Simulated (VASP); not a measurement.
Wanted: the native input for a VASP 6.6.1 run.

```
Task                   : single point
Functional             : LDA
Potentials or basis    : VASP PAW LDA potentials, release 64 (Mg, Se)
Cutoff                 : 600 eV
k mesh                 : 6 × 6 × 6
Occupations            : gaussian, width 0.1 eV
Spin                   : no spin polarisation
Dipole correction      : no
Further INCAR settings : ALGO = Normal; EDIFF = 1e-06; NBANDS = 11
```

The structure of MgSe (l.bB) lies in POSCAR:

```
MgSe
1.0
    0.0000000000      2.7250000000      2.7250000000
    2.7250000000      0.0000000000      2.7250000000
    2.7250000000      2.7250000000      0.0000000000
Mg Se
1 1
Direct
    0.0000000000      0.0000000000      0.0000000000
    0.5000000000      0.5000000000      0.5000000000
```

These files were run (other wordings do the same):

INCAR

```
PREC = Accurate
ENCUT = 600
EDIFF = 1E-6
ISMEAR = 0
SIGMA = 0.1
LREAL = False
LASPH = True
NELM = 120
ALGO = Normal
ISIF = 2
LWAVE = False
LCHARG = True
LELF = True
LVHAR = True
NBANDS = 11
GGA_COMPAT = False
```

KPOINTS

```
regular mesh
0
Gamma
  6 6 6
```

Potentials or basis: VASP PAW LDA potentials, release 64 (Mg, Se).

The run is started by

```bash
$ cat potpaw_LDA.64/Mg/POTCAR potpaw_LDA.64/Se/POTCAR > POTCAR
$ mpirun -np 1 vasp_std > vasp.out
```

Results of the run:

- Pressure: -2.4 GPa
- Band gap on the k mesh: 1.65 eV, indirect (least direct gap 2.40 eV)

Run time: 10 s on 1 thread of Intel Xeon 8259CL, with other jobs on the host, peak memory 0.15 GiB.
